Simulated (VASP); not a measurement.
A run of VASP 6.6.1:

File INCAR:

```
PREC = Accurate
ENCUT = 520
EDIFF = 1E-6
ISMEAR = -1
SIGMA = 0.05
LREAL = False
LASPH = True
NELM = 120
ALGO = Normal
ISIF = 2
LWAVE = False
LCHARG = True
GGA = PE
IVDW = 12
LELF = True
LVHAR = True
NBANDS = 60
GGA_COMPAT = False
```

Contents of KPOINTS:

```
Automatic mesh
0
Gamma
  1 1 1
```

POSCAR

```
AgH16O8F
1.0
    6.5731380000      0.0000000000      0.0000000000
    0.0000000000      6.5731380000      0.0000000000
    0.0000000000      0.0000000000      6.5731380000
O H Ag F
8 16 1 1
Direct
    0.4585328956      0.0711532300      0.5408375726
    0.8577790395      0.6358911071      0.0992980826
    0.2308182180      0.4108235671      1.0286411148
    0.3202275686      0.6680675197      0.3488744645
    0.8581441619      0.9860739269      0.7166440139
    0.5283625568      1.1509723362      0.9871997210
    1.0898447591      0.1602887388      0.3160286609
    0.6080505232      0.4372340882      0.6055098798
    0.5441388877      0.0706055464      0.4180043078
    0.3203492761      0.1011389081      0.4839697569
    0.7900792589      0.7566249180      0.1534426936
    0.7499310071      0.5524758494      0.0473594195
    0.1552226653      0.4204232438      0.8916897835
    0.3590218249      0.3235288838      1.0092896270
    0.4398812257      0.7555904045      0.3083458768
    0.2806117869      0.5971424912      0.2196363442
    0.8172504518      0.9059143441      0.6010979839
    0.8328594349      0.8841895606      0.8269109822
    0.6144858057      1.1513678855      0.8698889328
    0.5858845501      1.0389406095      1.0737793730
    1.1364891472      0.2418783844      0.1932866768
    0.9901207003      0.0546010140      0.2642573456
    0.5066377733      0.5460253535      0.5599608589
    0.5333677765      0.3014998316      0.6038059752
    0.8860608130      0.3952906511      0.4237245590
    0.6934283138      0.9390644164      0.2496524491
```

Potentials or basis: VASP PAW PBE potentials, release 64 (O, H, Ag, F).

Run with:

```sh
$ cat potpaw_PBE.64/O/POTCAR potpaw_PBE.64/H/POTCAR potpaw_PBE.64/Ag/POTCAR potpaw_PBE.64/F/POTCAR > POTCAR
$ mpirun -np 1 vasp_gam > vasp.out
```

Hardware: 1 thread of AMD EPYC 7R43 64-Core Processor (Zen 3) (shared host).

Problem. Estimate the wall time of this run.

Solution. Wall time 52 s on 1 thread of AMD EPYC 7R43 64-Core Processor (Zen 3), with other jobs on the host, peak memory 0.32 GiB. Counts: scf iterations 16, k points 1.
